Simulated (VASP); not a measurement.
Input of a VASP 6.6.1 run:

Contents of INCAR:

```
SYSTEM = HfB
  ALGO = Normal
  EDIFF = 1E-6
  ENCUT = 500
  GGA = CA
  GGA_COMPAT = .False.
  ISIF = 2
  ISMEAR = 1
  LASPH = .True.
  LCHARG = .False.
  LREAL = .False.
  LWAVE = .False.
  NBANDS = 21
  NELM = 120
  PREC = Accurate
  SIGMA = 0.1
```

File KPOINTS:

```
k-points
0
Gamma
  6 6 5
  0 0 0
```

The input POSCAR:

```
HfB
1.0
    4.0333387033      0.0000000000      0.0000000000
   -2.0166693516      3.4929737791      0.0000000000
    0.0000000000      0.0000000000      4.6269775158
Hf B
2 2
Direct
    0.3333333333      0.6666666667     -0.0625000000
    0.6666666667      0.3333333333      0.4375000000
    0.3333333333      0.6666666667      0.4375000000
    0.6666666667      0.3333333333      0.9375000000
```

Potentials or basis: VASP PAW LDA potentials, release 64 (Hf_pv, B).

Launch:

```console
$ cat potpaw_LDA.64/Hf_pv/POTCAR potpaw_LDA.64/B/POTCAR > POTCAR
$ mpirun -np 1 vasp_std > vasp.out
```

(1) What does it give for the band gap on the k mesh?

(2) Predict the pressure.

Answers

(1) zero (bands 13 and 14 overlap by 1.12 eV).

(2) 0.7 GPa.

Caveat: spin-orbit coupling is left out, which moves the levels of the heavy elements.
